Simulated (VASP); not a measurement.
# Li (Im-3m) in VASP: further runs

Li is run at these levels: r2SCAN; tasks: single point, relaxation of cell and atoms.

Program: VASP 6.6.1. These are calculated values, not measurements. Logs are shortened: lines on timing, memory, paths and dates and some standing lists are left out, and cuts for length are marked.

### Step 1. The cell of the first run

Symmetry: Im-3m, No. 229, cubic system. Conventional cell: a = 3.511 Å, b = 3.511 Å, c = 3.511 Å, α = 90.00°, β = 90.00°, γ = 90.00°. Within 4.0 Å of Li (site symmetry m-3m) lie 14 Li at 3.04 to 3.51 Å.

### Step 2. Single point, r2SCAN (21.64 Å³/atom)

POSCAR reads:

```
Li
1.0
   -1.7554860188      1.7554860188      1.7554860188
    1.7554860188     -1.7554860188      1.7554860188
    1.7554860188      1.7554860188     -1.7554860188
Li
1
Direct
    0.0000000000      0.0000000000      0.0000000000
```

INCAR.step1 reads:

```
SYSTEM = Li
PREC     = Accurate       ! precision mode
ENCUT    = 520            ! plane-wave cutoff, eV
ISMEAR   = 0              ! smearing method
SIGMA    = 0.1            ! smearing width, eV
LREAL    = .FALSE.        ! projectors in reciprocal space
LASPH    = .TRUE.         ! aspherical terms in the spheres
NELM     = 60             ! most SCF steps
NBANDS   = 8              ! bands
GGA      = PE             ! functional
ALGO     = Normal         ! electronic algorithm
EDIFF    = 1E-4           ! SCF threshold, eV
LWAVE    = .TRUE.         ! write WAVECAR
LCHARG   = .FALSE.        ! write CHGCAR
```

INCAR.step2 reads:

```
SYSTEM = Li
PREC     = Accurate       ! precision mode
ENCUT    = 520            ! plane-wave cutoff, eV
EDIFF    = 1E-6           ! SCF threshold, eV
ISMEAR   = 0              ! smearing method
SIGMA    = 0.1            ! smearing width, eV
LREAL    = .FALSE.        ! projectors in reciprocal space
LASPH    = .TRUE.         ! aspherical terms in the spheres
NELM     = 60             ! most SCF steps
ALGO     = Normal         ! electronic algorithm
ISIF     = 2              ! what is computed and relaxed
LWAVE    = .FALSE.        ! write WAVECAR
LCHARG   = .FALSE.        ! write CHGCAR
METAGGA  = R2SCAN         ! meta-GGA
LMIXTAU  = .TRUE.       
NBANDS   = 8              ! bands
ISTART   = 1
```

KPOINTS reads:

```
Automatic mesh
0
G
  16 16 16
  0 0 0
```

Potentials or basis: VASP PAW PBE potentials, release 64 (Li_sv).

The run is started by

```console
$ cat potpaw_PBE.64/Li_sv/POTCAR > POTCAR
$ cp INCAR.step1 INCAR
$ mpirun -np 1 vasp_std > vasp.out
$ cp INCAR.step2 INCAR
$ mpirun -np 1 vasp_std > vasp.out
```

OUTCAR:

```text
SYSTEM = Li
   PREC = Accurate
   ENCUT = 520
   EDIFF = 1E-6
   ISMEAR = 0
   LREAL = .FALSE.
   LASPH = .TRUE.
   NELM = 60
   ISIF = 2
   METAGGA = R2SCAN
   ISTART = 1

 ion  position               nearest neighbor table
   1  0.000  0.000  0.000-

  LATTYP: Found a body centered cubic cell.
 ALAT       =     3.5109720376

  Lattice vectors:

 A1 = (  -1.7554860188,   1.7554860188,   1.7554860188)
 A2 = (   1.7554860188,  -1.7554860188,   1.7554860188)
 A3 = (   1.7554860188,   1.7554860188,  -1.7554860188)

Analysis of symmetry for initial positions (statically):
=====================================================================
 Subroutine PRICEL returns:
 Original cell was already a primitive cell.

 Routine SETGRP: Setting up the symmetry group for a
 body centered cubic supercell.

 Subroutine GETGRP returns: Found 48 space group operations
 (whereof 48 operations were pure point group operations)
 out of a pool of 48 trial point group operations.

The static configuration has the point symmetry O_h .

Analysis of symmetry for dynamics (positions and initial velocities):
=====================================================================
 Subroutine PRICEL returns:
 Original cell was already a primitive cell.

 Routine SETGRP: Setting up the symmetry group for a
 body centered cubic supercell.

 Subroutine GETGRP returns: Found 48 space group operations
 (whereof 48 operations were pure point group operations)
 out of a pool of 48 trial point group operations.

The dynamic configuration has the point symmetry O_h .

 Subroutine INISYM returns: Found 48 space group operations
 (whereof 48 operations are pure point group operations),
 and found     1 'primitive' translations

----------------------------------------------------------------------------------------

                                     Primitive cell

  volume of cell :      21.6397

  direct lattice vectors                    reciprocal lattice vectors
    -1.755486019  1.755486019  1.755486019     0.000000000  0.284821408  0.284821408
     1.755486019 -1.755486019  1.755486019     0.284821408  0.000000000  0.284821408
     1.755486019  1.755486019 -1.755486019     0.284821408  0.284821408  0.000000000

  length of vectors
     3.040590977  3.040590977  3.040590977     0.402798298  0.402798298  0.402798298

  position of ions in fractional coordinates (direct lattice)
     0.000000000  0.000000000  0.000000000

  ion indices of the primitive-cell ions
   primitive index   ion index
                 1           1

----------------------------------------------------------------------------------------

 KPOINTS: Automatic mesh

Automatic generation of k-mesh.
 Grid dimensions read from file:
 generate k-points for:   16   16   16

 Generating k-lattice:

  Cartesian coordinates                     Fractional coordinates (reciprocal lattice)
     0.000000000  0.017801338  0.017801338     0.062500000  0.000000000  0.000000000
     0.017801338  0.000000000  0.017801338     0.000000000  0.062500000  0.000000000
     0.017801338  0.017801338  0.000000000     0.000000000  0.000000000  0.062500000

  Length of vectors
     0.025174894  0.025174894  0.025174894

  Shift w.r.t. Gamma in fractional coordinates (k-lattice)
     0.000000000  0.000000000  0.000000000

 Subroutine IBZKPT returns following result:
 ===========================================

 Found    145 irreducible k-points:

 Following reciprocal coordinates:
            Coordinates               Weight
  0.000000  0.000000  0.000000      1.000000
  0.062500  0.000000  0.000000     12.000000
  0.125000  0.000000  0.000000     12.000000
  0.187500  0.000000  0.000000     12.000000
  0.250000  0.000000  0.000000     12.000000
  0.312500  0.000000  0.000000     12.000000
[... 16 lines left out ...]
  0.187500  0.187500  0.000000     24.000000
  0.250000  0.187500  0.000000     48.000000
 [... further k-points ...]
   k-points           NKPTS =    145   k-points in BZ     NKDIM =    145   number of bands    NBANDS=      8
   number of dos      NEDOS =    301   number of ions     NIONS =      1
   total plane-waves  NPLWV =  13824
   dimension x,y,z NGX =    24 NGY =   24 NGZ =   24
   dimension x,y,z NGXF=    48 NGYF=   48 NGZF=   48
   ions per type =               1
   NGX,Y,Z   is equivalent  to a cutoff of  13.12, 13.12, 13.12 a.u.
   NGXF,Y,Z  is equivalent  to a cutoff of  26.24, 26.24, 26.24 a.u.
 SYSTEM =  Li
   PREC   = accura    normal or accurate (medium, high low for compatibility)
   ISTART =      1    job   : 0-new  1-cont  2-samecut
   ICHARG =      0    charge: 1-file 2-atom 10-const
   ISPIN  =      1    spin polarized calculation?
   LNONCOLLINEAR =      F non collinear calculations
   LSORBIT =      F    spin-orbit coupling
   LASPH  =      T    aspherical Exc in radial PAW
   ENCUT  =  520.0 eV  38.22 Ry    6.18 a.u.   5.65  5.65  5.65*2*pi/ulx,y,z
   NELM   =     60;   NELMIN=  2; NELMDL=  0     # of ELM steps
   EDIFF  = 0.1E-05   stopping-criterion for ELM
   LREAL  =      F    real-space projection
   EDIFFG = 0.1E-04   stopping-criterion for IOM
   NSW    =      0    number of steps for IOM
   IBRION =     -1    ionic relax: 0-MD 1-quasi-New 2-CG
   NFREE  =      0    steps in history (QN), initial steepest desc. (CG)
   ISIF   =      2    stress and relaxation
   ISYM   =      2    0-nonsym 1-usesym 2-fastsym
   POTIM  = 0.5000    time-step for ionic-motion
   TEBEG  =    0.0;   TEEND  =   0.0 temperature during run
   PSTRESS=    0.0 pullay stress
   NELECT =       3.0000    total number of electrons
   NUPDOWN=      -1.0000    fix difference up-down
   EMIN   =  10.00;   EMAX   =-10.00  energy-range for DOS
   EFERMI =   0.00;   METHOD = LEGACY
   ISMEAR =     0;   SIGMA  =   0.10  broadening in eV -4-tet -1-fermi 0-gaus
   EFERMI_NEDOS =   21; number of points for ismear=-14 and -15
   IALGO  =     38    algorithm
   IMIX   =      4    mixing-type and parameters
     AMIX     =   0.40;   BMIX     =  1.00
     AMIX_MAG =   1.60;   BMIX_MAG =  1.00
  volume/ion in A,a.u.               =      21.64       146.03
  Fermi-wavevector in a.u.,A,eV,Ry     =   0.847288  1.601143  9.767588  0.717897
  Thomas-Fermi vector in A             =   1.962770
   LORBIT       =      0    0 simple, 1 ext, 2 COOP (PROOUT), +10 PAW based schemes
   METAGGA = R2SCAN    functional components
   LHFCALC =     F    Hartree Fock is set to
   AEXX    =    0.0000 exact exchange contribution
   IVDW    =     0    specifies the selected vdW correction
   LEPSILON=     F    determine dielectric tensor
   LRPA    =     F    only Hartree local field effects (RPA)
 non-spin polarized calculation
 Gauss-broadening in eV      SIGMA  =   0.10
  energy-cutoff  :      520.00
  volume of cell :       21.64
 maximum number of plane-waves:       603
   NGX = 11   NGY = 11   NGZ = 11

 number of electron       2.9999991 magnetization

 Free energy of the ion-electron system (eV)
  ---------------------------------------------------
  ext. energy  EPLUGINS =         0.00000000
  ---------------------------------------------------
  free energy    TOTEN  =        -2.38259452 eV

  energy without entropy =       -2.37984142  energy(sigma->0) =       -2.38121797

 E-fermi :   0.4650     XC(G=0):  -7.2801

 val. band max:        0.4379743278   @ k =   0.2500   0.2500   0.0000
 cond. band min:       0.4768913285   @ k =   0.3125   0.1875   0.0000
 fundamental gap:      0.0389170006
 Fermi energy:         0.4650107639

 k-point     1 :       0.0000    0.0000    0.0000
  band No.  band energies     occupation
      1     -47.7722      2.00000
      2      -3.2876      2.00000
      3      16.0865      0.00000
      4      16.0875      0.00000
      5      16.0875      0.00000
      6      20.1756      0.00000
      7      20.1757      0.00000
      8      20.1757      0.00000

 k-point     2 :       0.0625    0.0000    0.0000
  band No.  band energies     occupation
      1     -47.7715      2.00000
      2      -3.2090      2.00000
      3      15.4635      0.00000
      4      15.6305      0.00000
      5      15.9303      0.00000
      6      19.1935      0.00000
      7      19.2432      0.00000
      8      20.6278      0.00000

 k-point     3 :       0.1250    0.0000    0.0000
  band No.  band energies     occupation
      1     -47.7697      2.00000
      2      -2.9741      2.00000
      3      13.7534      0.00000
      4      14.7189      0.00000
      5      15.4896      0.00000
      6      17.9919      0.00000
      7      18.2818      0.00000
      8      20.2739      0.00000

 k-point     4 :       0.1875    0.0000    0.0000
  band No.  band energies     occupation
      1     -47.7672      2.00000
      2      -2.5829      2.00000
      3      11.6276      0.00000
      4      13.7866      0.00000
      5      14.8816      0.00000
      6      16.8905      0.00000
      7      17.9223      0.00000
      8      20.3891      0.00000

 k-point     5 :       0.2500    0.0000    0.0000
  band No.  band energies     occupation
      1     -47.7642      2.00000
      2      -2.0368      2.00000
      3       9.5139      0.00000
      4      12.9727      0.00000
      5      14.2557      0.00000
      6      15.9793      0.00000
      7      17.8225      0.00000
      8      20.8635      0.00000
[... 177 lines left out ...]
 k-point    22 :       0.4375    0.1250    0.0000
  band No.  band energies     occupation
      1     -47.7557      2.00000
      2       1.0565      0.00000
      3       3.8384      0.00000
      4       9.7102      0.00000
      5      11.9050      0.00000
      6      16.9807      0.00000
      7      19.0164      0.00000
      8      23.8346      0.00000

 k-point    23 :       0.1875    0.1875    0.0000
  band No.  band energies     occupation
      1     -47.7604      2.00000
      2      -1.1741      2.00000
      3       8.2719      0.00000
      4       9.7924      0.00000
      5      12.6854      0.00000
      6      17.9776      0.00000
      7      18.6614      0.00000
      8      21.7991      0.00000

 k-point    24 :       0.2500    0.1875    0.0000
  band No.  band energies     occupation
      1     -47.7580      2.00000
      2      -0.4029      2.00000
      3       6.6974      0.00000
      4       9.0076      0.00000
      5      12.2525      0.00000
      6      18.0963      0.00000
      7      19.0362      0.00000
      8      22.5270      0.00000

 [... further k-points ...]

------------------------ aborting loop because EDIFF is reached ----------------------------------------

  FORCE on cell =-STRESS in cart. coord.  units (eV):
  Direction    XX          YY          ZZ          XY          YZ          ZX
  --------------------------------------------------------------------------------------
  -------------------------------------------------------------------------------------
  Total       -0.0535773     -0.0535773     -0.0535773     -0.0000000      0.0000000     -0.0000000
  in kB       -3.9667929     -3.9667929     -3.9667929     -0.0000000      0.0000000     -0.0000000
  external PRESSURE =      -3.9667929 kB  Pullay stress =       0.0000000 kB

 VOLUME and BASIS-vectors are now :
 -----------------------------------------------------------------------------
  energy-cutoff  :      520.00
  volume of cell :       21.64
      direct lattice vectors                 reciprocal lattice vectors
    -1.755486019  1.755486019  1.755486019     0.000000000  0.284821408  0.284821408
     1.755486019 -1.755486019  1.755486019     0.284821408  0.000000000  0.284821408
     1.755486019  1.755486019 -1.755486019     0.284821408  0.284821408  0.000000000

 POSITION                                       TOTAL-FORCE (eV/Angst)
 -----------------------------------------------------------------------------------
      0.00000      0.00000      0.00000         0.000000      0.000000      0.000000
 -----------------------------------------------------------------------------------
    total drift:                                0.000000      0.000000      0.000000

  FREE ENERGIE OF THE ION-ELECTRON SYSTEM (eV)
  ---------------------------------------------------
  free  energy   TOTEN  =        -2.3825945228 eV

  energy  without entropy=       -2.3798414176  energy(sigma->0) =       -2.38121797
```

Run time: 2.1 min. Hardware: 1 thread of Intel Xeon Platinum 8488C (Sapphire Rapids), shared host; peak memory 0.14 GiB.

What came out:

* Free energy: -2.3826 eV
* Band gap on the k mesh: zero (an odd number of electrons rules out a gap without spin polarisation)

Levels at points of the mesh, in eV from the Fermi level:
```tsv
k point	band 1	band 2	band 3	band 4
(0.00, 0.00, 0.00)	-48.24	-3.75	15.62	15.62
(0.50, 0.00, 0.00)	-48.22	0.29	3.32	11.00
(0.50, 0.50, 0.50)	-48.21	5.83	5.83	5.83
```

Caveat: the cutoff is under 1.25 times the usual one of these potentials, so pressure, stress and relaxed cells hold a basis-set (Pulay) error; the PAW data sets were made with another functional, which shifts forces and pressure a little.

### Step 3. Single point, r2SCAN (22.27 Å³/atom)

This run uses another cell than the first one, of 22.27 Å³/atom.

POSCAR reads:

```
Li
1.0
   -1.7723667276      1.7723667276      1.7723667276
    1.7723667276     -1.7723667276      1.7723667276
    1.7723667276      1.7723667276     -1.7723667276
Li
1
Direct
    0.0000000000      0.0000000000      0.0000000000
```

INCAR.step1 reads:

```
PREC = Accurate ; ENCUT = 520
ISMEAR = 0 ; SIGMA = 0.1
LREAL = False ; LASPH = True
NELM = 100 ; NBANDS = 8
GGA = PE ; ALGO = Normal
EDIFF = 1E-4 ; LWAVE = True
LCHARG = False
```

INCAR.step2 reads:

```
PREC = Accurate ; ENCUT = 520
EDIFF = 1E-6 ; ISMEAR = 0
SIGMA = 0.1 ; LREAL = False
LASPH = True ; NELM = 100
ALGO = Normal ; ISIF = 2
LWAVE = False ; LCHARG = False
METAGGA = R2SCAN ; LMIXTAU = True
NBANDS = 8 ; ISTART = 1
```

KPOINTS reads:

```
regular mesh
0
Gamma
  16 16 16
```

Potentials or basis: VASP PAW PBE potentials, release 64 (Li_sv).

The run is started by

```console
$ cat potpaw_PBE.64/Li_sv/POTCAR > POTCAR
$ cp INCAR.step1 INCAR
$ mpirun -np 1 vasp_std > vasp.out
$ cp INCAR.step2 INCAR
$ mpirun -np 1 vasp_std > vasp.out
```

Run time: 71 s. Hardware: 1 thread of Intel Xeon Platinum 8488C (Sapphire Rapids), shared host; peak memory 0.14 GiB.

The run converged. Its results:

```
Free energy            : -2.3817 eV
Band gap on the k mesh : zero (an odd number of electrons rules out a gap without spin polarisation)
```

Levels at points of the mesh, in eV from the Fermi level:
```
           k point  band 1  band 2  band 3  band 4  band 5  band 6
(0.00, 0.00, 0.00)  -48.31   -3.70   15.32   15.32   15.32   19.36
(0.50, 0.00, 0.00)  -48.29    0.29    3.24   10.79   12.26   13.64
(0.50, 0.50, 0.50)  -48.28    5.73    5.73    5.73    7.78    7.78
```

Caveat: the cutoff is under 1.25 times the usual one of these potentials, so pressure, stress and relaxed cells hold a basis-set (Pulay) error; the PAW data sets were made with another functional, which shifts forces and pressure a little.

### Step 4. Relaxation of cell and atoms, r2SCAN

POSCAR reads:

```
Li
1.0
   -1.7546500000      1.7546500000      1.7546500000
    1.7546500000     -1.7546500000      1.7546500000
    1.7546500000      1.7546500000     -1.7546500000
Li
1
Direct
    0.0000000000      0.0000000000      0.0000000000
```

INCAR.step1 reads:

```
SYSTEM = Li
PREC     = Accurate       ! precision mode
ENCUT    = 600            ! plane-wave cutoff, eV
ISMEAR   = 0              ! smearing method
SIGMA    = 0.1            ! smearing width, eV
LREAL    = .False.        ! projectors in reciprocal space
LASPH    = .True.         ! aspherical terms in the spheres
NELM     = 60             ! most SCF steps
GGA      = PE             ! functional
ALGO     = Normal         ! electronic algorithm
EDIFF    = 1E-4           ! SCF threshold, eV
LWAVE    = .True.         ! write WAVECAR
LCHARG   = .False.        ! write CHGCAR
```

INCAR.step2 reads:

```
SYSTEM = Li
PREC     = Accurate       ! precision mode
ENCUT    = 600            ! plane-wave cutoff, eV
EDIFF    = 1E-7           ! SCF threshold, eV
ISMEAR   = 0              ! smearing method
SIGMA    = 0.1            ! smearing width, eV
LREAL    = .False.        ! projectors in reciprocal space
LASPH    = .True.         ! aspherical terms in the spheres
NELM     = 60             ! most SCF steps
ALGO     = Normal         ! electronic algorithm
ISIF     = 3              ! what is computed and relaxed
LWAVE    = .False.        ! write WAVECAR
LCHARG   = .False.        ! write CHGCAR
METAGGA  = R2SCAN         ! meta-GGA
LMIXTAU  = .True.       
IBRION   = 2              ! ionic algorithm
NSW      = 100            ! ionic steps
EDIFFG   = -0.005         ! ionic threshold
ISTART   = 1
```

KPOINTS reads:

```
regular mesh
0
Gamma
  16 16 16
  0 0 0
```

The run is started by

```console
$ cat potpaw_PBE.64/Li_sv/POTCAR > POTCAR
$ cp INCAR.step1 INCAR
$ mpirun -np 1 vasp_std > vasp.out
$ cp INCAR.step2 INCAR
$ mpirun -np 1 vasp_std > vasp.out
```

Run time: 4.3 min. Hardware: 1 thread of Intel Xeon Platinum 8488C (Sapphire Rapids), shared host; peak memory 0.14 GiB.

The run converged. Its results:

```yaml
Free_energy: -2.3847 eV
Relaxed_volume: 20.56 Å³/atom
Relaxed_cell: a = 2.989 Å, b = 2.989 Å, c = 2.989 Å, α = 109.47°, β = 109.47°, γ = 109.47°
Space_group_after_relaxing_to_0.1_Å: Im-3m (No. 229)
Energy_gained_by_relaxing: 0.4 meV/atom
Ionic_steps: 5
Pressure_after_relaxing: 0.0 GPa
Band_gap_on_the_k_mesh: zero (an odd number of electrons rules out a gap without spin polarisation)
```

The path:
```
step  energy change (eV)  largest force (eV/Å)  pressure (GPa)  volume (Å³)
   1              0.0000                0.0000           -0.43        21.61
   2             -0.0004                0.0000           -0.47        21.43
   3             -0.0008                0.0000           -0.11        20.89
   4             -0.0006                0.0000           -0.05        20.73
   5             -0.0004                0.0000           -0.02        20.56
```

Final structure:
```
Li
1.0
    -1.72585    1.72585    1.72585
     1.72585   -1.72585    1.72585
     1.72585    1.72585   -1.72585
Li
1
Cartesian
  0.0000 0.0000 0.0000
```

Levels at points of the mesh, in eV from the Fermi level:
```
           k point  band 1  band 2  band 3  band 4  band 5
(0.00, 0.00, 0.00)  -48.07   -3.85   16.15   16.15   16.15
(0.50, 0.00, 0.00)  -48.06    0.29    3.46   11.37   12.90
(0.50, 0.50, 0.50)  -48.04    6.03    6.03    6.03    8.15
```

Caveat: the cutoff is under 1.25 times the usual one of these potentials, so pressure, stress and relaxed cells hold a basis-set (Pulay) error; the PAW data sets were made with another functional, which shifts forces and pressure a little.

### Step 5. Summary

```csv
task,cell,cutoff (eV),gap on the mesh (eV)
single point,"a = 3.041 Å, angles 109.5°, 1 atom",520,none
single point,"a = 3.070 Å, angles 109.5°, 1 atom",520,none
relaxation of cell and atoms,"relaxed from a = 3.039 Å, angles 109.5°, 1 atom",600,none
```

Alike in all rows: level r2SCAN; potentials or basis VASP PAW PBE potentials, release 64 (Li_sv); no spin polarisation; k mesh 16 × 16 × 16; smearing gaussian 0.1 eV.

Caveats: the cutoff is under 1.25 times the usual one of these potentials, so pressure, stress and relaxed cells hold a basis-set (Pulay) error; the PAW data sets were made with another functional, which shifts forces and pressure a little.

Absolute energies hang on the potentials; compare differences alone.
